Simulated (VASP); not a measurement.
# NaIrAu (P4/mmm) in VASP: single point with PBE

Aim: the single point of NaIrAu with PBE.

Everything below comes from runs of VASP 6.6.1. Logs are shortened: lines on timing, memory, paths and dates and some standing lists are left out, and cuts for length are marked.

### 1 The cell of the first run

Symmetry: P4/mmm, No. 123, tetragonal system. The conventional cell has a = 3.806 Å, b = 3.806 Å, c = 4.240 Å, α = 90.00°, β = 90.00°, γ = 90.00°. Within 2.8 Å of Na (site symmetry 4/mmm) lie 2 Au at 2.12 Å and 4 Ir at 2.69 Å. Ir (site symmetry 4/mmm) has 4 Na at 2.69 Å and 8 Au at 3.43 Å within 3.5 Å. Within 2.8 Å of Au (site symmetry 4/mmm) lie 2 Na at 2.12 Å.

The cell was generated, and may not be a known phase.

### 2 Single point, PBE

The input, INCAR:

```
PREC = Accurate ; ENCUT = 520
EDIFF = 1E-6 ; ISMEAR = 0
SIGMA = 0.1 ; LREAL = F
LASPH = T ; NELM = 60
ALGO = Fast ; ISIF = 2
LWAVE = F ; LCHARG = F
GGA = PE ; NBANDS = 20
```

The input, KPOINTS:

```
regular mesh
0
Gamma
  4 4 4
```

The input, POSCAR:

```
NaIrAu
1.0
    3.8059490000      0.0000000000      0.0000000000
    0.0000000000      3.8059490000      0.0000000000
    0.0000000000      0.0000000000      4.2403436900
Na Ir Au
1 1 1
Direct
    0.5000000000      0.5000000000      0.0000000000
    0.0000000000      0.0000000000      0.0000000000
    0.5000000000      0.5000000000      0.5000000000
```

Potentials or basis: VASP PAW PBE potentials, release 64 (Na_pv, Ir, Au).

Command:

```
cat potpaw_PBE.64/Na_pv/POTCAR potpaw_PBE.64/Ir/POTCAR potpaw_PBE.64/Au/POTCAR > POTCAR
mpirun -np 1 vasp_std > vasp.out
```

OUTCAR:

```text
PREC = Accurate
   ENCUT = 520
   EDIFF = 1E-6
   ISMEAR = 0
   LREAL = F
   LASPH = T
   NELM = 60
   ISIF = 2
   GGA = PE

 ion  position               nearest neighbor table
   1  0.500  0.500  0.000-   3 2.12   3 2.12   2 2.69   2 2.69   2 2.69   2 2.69
   2  0.000  0.000  0.000-   1 2.69   1 2.69   1 2.69   1 2.69   3 3.43   3 3.43   3 3.43   3 3.43
                             3 3.43   3 3.43   3 3.43   3 3.43
   3  0.500  0.500  0.500-   1 2.12   1 2.12   2 3.43   2 3.43   2 3.43   2 3.43   2 3.43   2 3.43
                             2 3.43   2 3.43

  LATTYP: Found a simple tetragonal cell.
 ALAT       =     3.8059490000
 C/A-ratio  =     1.1141357096

  Lattice vectors:

 A1 = (   3.8059490000,   0.0000000000,   0.0000000000)
 A2 = (   0.0000000000,   3.8059490000,   0.0000000000)
 A3 = (   0.0000000000,   0.0000000000,   4.2403436900)

Analysis of symmetry for initial positions (statically):
=====================================================================
 Subroutine PRICEL returns:
 Original cell was already a primitive cell.

 Routine SETGRP: Setting up the symmetry group for a
 simple tetragonal supercell.

 Subroutine GETGRP returns: Found 16 space group operations
 (whereof 16 operations were pure point group operations)
 out of a pool of 16 trial point group operations.

The static configuration has the point symmetry D_4h.

Analysis of symmetry for dynamics (positions and initial velocities):
=====================================================================
 Subroutine PRICEL returns:
 Original cell was already a primitive cell.

 Routine SETGRP: Setting up the symmetry group for a
 simple tetragonal supercell.

 Subroutine GETGRP returns: Found 16 space group operations
 (whereof 16 operations were pure point group operations)
 out of a pool of 16 trial point group operations.

The dynamic configuration has the point symmetry D_4h.

 Subroutine INISYM returns: Found 16 space group operations
 (whereof 16 operations are pure point group operations),
 and found     1 'primitive' translations

----------------------------------------------------------------------------------------

                                     Primitive cell

[... 72 lines left out ...]
   ions per type =               1   1   1
   NGX,Y,Z   is equivalent  to a cutoff of  12.23, 12.23, 12.55 a.u.
   NGXF,Y,Z  is equivalent  to a cutoff of  24.46, 24.46, 25.09 a.u.
 SYSTEM =  unknown system
   PREC   = accura    normal or accurate (medium, high low for compatibility)
   ISTART =      0    job   : 0-new  1-cont  2-samecut
   ICHARG =      2    charge: 1-file 2-atom 10-const
   ISPIN  =      1    spin polarized calculation?
   LNONCOLLINEAR =      F non collinear calculations
   LSORBIT =      F    spin-orbit coupling
   LASPH  =      T    aspherical Exc in radial PAW
   ENCUT  =  520.0 eV  38.22 Ry    6.18 a.u.   7.08  7.08  7.88*2*pi/ulx,y,z
   NELM   =     60;   NELMIN=  2; NELMDL= -5     # of ELM steps
   EDIFF  = 0.1E-05   stopping-criterion for ELM
   LREAL  =      F    real-space projection
[... 7 lines left out ...]
   TEBEG  =    0.0;   TEEND  =   0.0 temperature during run
   PSTRESS=    0.0 pullay stress
   NELECT =      27.0000    total number of electrons
   NUPDOWN=      -1.0000    fix difference up-down
   EMIN   =  10.00;   EMAX   =-10.00  energy-range for DOS
   EFERMI =   0.00;   METHOD = LEGACY
   ISMEAR =     0;   SIGMA  =   0.10  broadening in eV -4-tet -1-fermi 0-gaus
   EFERMI_NEDOS =   21; number of points for ismear=-14 and -15
   IALGO  =     68    algorithm
   IMIX   =      4    mixing-type and parameters
     AMIX     =   0.40;   BMIX     =  1.00
     AMIX_MAG =   1.60;   BMIX_MAG =  1.00
  volume/ion in A,a.u.               =      20.47       138.17
  Fermi-wavevector in a.u.,A,eV,Ry     =   1.244764  2.352263 21.081383  1.549438
  Thomas-Fermi vector in A             =   2.379016
   LORBIT       =      0    0 simple, 1 ext, 2 COOP (PROOUT), +10 PAW based schemes
   GGA     = PE    functional components
   LHFCALC =     F    Hartree Fock is set to
   AEXX    =    0.0000 exact exchange contribution
   IVDW    =     0    specifies the selected vdW correction
   LEPSILON=     F    determine dielectric tensor
   LRPA    =     F    only Hartree local field effects (RPA)
 non-spin polarized calculation
 RMM-DIIS sequential band-by-band and
 Gauss-broadening in eV      SIGMA  =   0.10
  energy-cutoff  :      520.00
  volume of cell :       61.42
 maximum number of plane-waves:      1671
   NGX = 15   NGY = 15   NGZ = 15

 number of electron      26.9999988 magnetization

 Free energy of the ion-electron system (eV)
  ---------------------------------------------------
  ext. energy  EPLUGINS =         0.00000000
  ---------------------------------------------------
  free energy    TOTEN  =        -6.39929139 eV

  energy without entropy =       -6.38110127  energy(sigma->0) =       -6.39019633

 E-fermi :   3.6185     XC(G=0): -10.4876

 val. band max:        3.6149566397   @ k =   0.5000   0.0000   0.5000
 cond. band min:       3.6429559591   @ k =   0.5000   0.2500   0.5000
 fundamental gap:      0.0279993194
 Fermi energy:         3.6184513218

 k-point     1 :       0.0000    0.0000    0.0000
  band No.  band energies     occupation
      1     -19.7446      2.00000
      2     -19.3370      2.00000
      3     -19.3370      2.00000
      4      -2.0710      2.00000
      5      -0.1128      2.00000
      6       0.1408      2.00000
[... 403 lines left out ...]
     19       8.9923      0.00000
     20       9.3722      0.00000

------------------------ aborting loop because EDIFF is reached ----------------------------------------

  FORCE on cell =-STRESS in cart. coord.  units (eV):
  Direction    XX          YY          ZZ          XY          YZ          ZX
  --------------------------------------------------------------------------------------
  -------------------------------------------------------------------------------------
  Total       -2.6151518     -2.6151518     17.4135780      0.0000000      0.0000000     -0.0000000
  in kB      -68.2150970    -68.2150970    454.2256023      0.0000000      0.0000000     -0.0000000
  external PRESSURE =     105.9318028 kB  Pullay stress =       0.0000000 kB

 VOLUME and BASIS-vectors are now :
 -----------------------------------------------------------------------------
  energy-cutoff  :      520.00
  volume of cell :       61.42
      direct lattice vectors                 reciprocal lattice vectors
     3.805949000  0.000000000  0.000000000     0.262746558  0.000000000  0.000000000
     0.000000000  3.805949000  0.000000000     0.000000000  0.262746558  0.000000000
     0.000000000  0.000000000  4.240343690     0.000000000  0.000000000  0.235829940

 POSITION                                       TOTAL-FORCE (eV/Angst)
 -----------------------------------------------------------------------------------
      1.90297      1.90297      0.00000         0.000000      0.000000      0.000000
      0.00000      0.00000      0.00000         0.000000      0.000000      0.000000
      1.90297      1.90297      2.12017         0.000000      0.000000      0.000000
 -----------------------------------------------------------------------------------
    total drift:                                0.000000      0.000000      0.000000

  FREE ENERGIE OF THE ION-ELECTRON SYSTEM (eV)
  ---------------------------------------------------
  free  energy   TOTEN  =        -6.3992913863 eV

  energy  without entropy=       -6.3811012663  energy(sigma->0) =       -6.39019633
```

OSZICAR:

```text
N       E                     dE             d eps       ncg     rms          rms(c)
DAV:   1     0.233725716961E+03    0.23373E+03   -0.12985E+04   720   0.139E+03
DAV:   2     0.587933052672E+01   -0.22785E+03   -0.21578E+03   732   0.378E+02
DAV:   3    -0.645288687641E+01   -0.12332E+02   -0.11769E+02   808   0.921E+01
DAV:   4    -0.668085366264E+01   -0.22797E+00   -0.22745E+00   800   0.124E+01
DAV:   5    -0.668558886975E+01   -0.47352E-02   -0.47342E-02   820   0.182E+00    0.465E+00
RMM:   6    -0.641157199517E+01    0.27402E+00   -0.63798E-01   769   0.611E+00    0.308E+00
RMM:   7    -0.640276005450E+01    0.88119E-02   -0.84049E-02   852   0.193E+00    0.182E+00
RMM:   8    -0.640120740570E+01    0.15526E-02   -0.14878E-02   813   0.117E+00    0.707E-01
RMM:   9    -0.639925638680E+01    0.19510E-02   -0.46589E-03   820   0.682E-01    0.117E-01
RMM:  10    -0.639927839258E+01   -0.22006E-04   -0.88650E-04   967   0.225E-01    0.576E-02
RMM:  11    -0.639928613630E+01   -0.77437E-05   -0.12026E-04   903   0.850E-02    0.225E-02
RMM:  12    -0.639929103148E+01   -0.48952E-05   -0.29169E-05   925   0.385E-02    0.876E-03
RMM:  13    -0.639929138627E+01   -0.35479E-06   -0.43960E-06   742   0.169E-02
   1 F= -.63992914E+01 E0= -.63901963E+01  d E =-.181901E-01
```

Run time: 14 s. Hardware: 1 thread of AMD EPYC 7R13 (Zen 3), shared host; peak memory 0.15 GiB.

Results:

```yaml
Free_energy: -6.3993 eV
Pressure: 10.6 GPa
Band_gap_on_the_k_mesh: zero (an odd number of electrons rules out a gap without spin polarisation)
```

Stress tensor (GPa, compression positive):
```
-6.82  0.00  0.00
 0.00 -6.82  0.00
 0.00  0.00 45.42
```

Caveat: the k points lie up to 0.41 Å⁻¹ apart, too coarse for converged energies and pressures of a metal; spin-orbit coupling is left out, which moves the levels of the heavy elements.

The gap in the log of VASP goes by the Fermi energy; the results here count the filled bands.